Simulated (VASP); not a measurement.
NaCl:

```
Na Cl
1.0
     0.00000    2.78423    2.80273
     2.80273    0.00000    2.80273
     2.80273    2.78423    0.00000
Na Cl
1 1
Cartesian
  0.0000 0.0000 0.0000
  2.8027 2.7842 2.8027
```

This cell differs from its parent crystal: uniaxial y strain -0.7%.

Base run:

- Program: VASP 6.6.1
- Functional: r2SCAN
- Potentials or basis: VASP PAW PBE potentials, release 64 (Na_pv, Cl)
- Cutoff: 520 eV
- k mesh: 8 × 8 × 8
- Occupations: gaussian, width 0.01 eV
- Spin: no spin polarisation

Its results: band gap on the k mesh 6.02 eV; pressure 0.0 GPa.

Q: The run is repeated on the same cell with these changes: functional from r2SCAN to PBE; occupations from gaussian, width 0.01 eV to fermi-dirac, width 0.02 eV. What comes out?

A: Band gap on the k mesh 5.20 eV; pressure 1.4 GPa.

Caveats: the PAW data sets were made with another functional, which shifts forces and pressure a little (at least some runs).

A k mesh can miss the band edges.
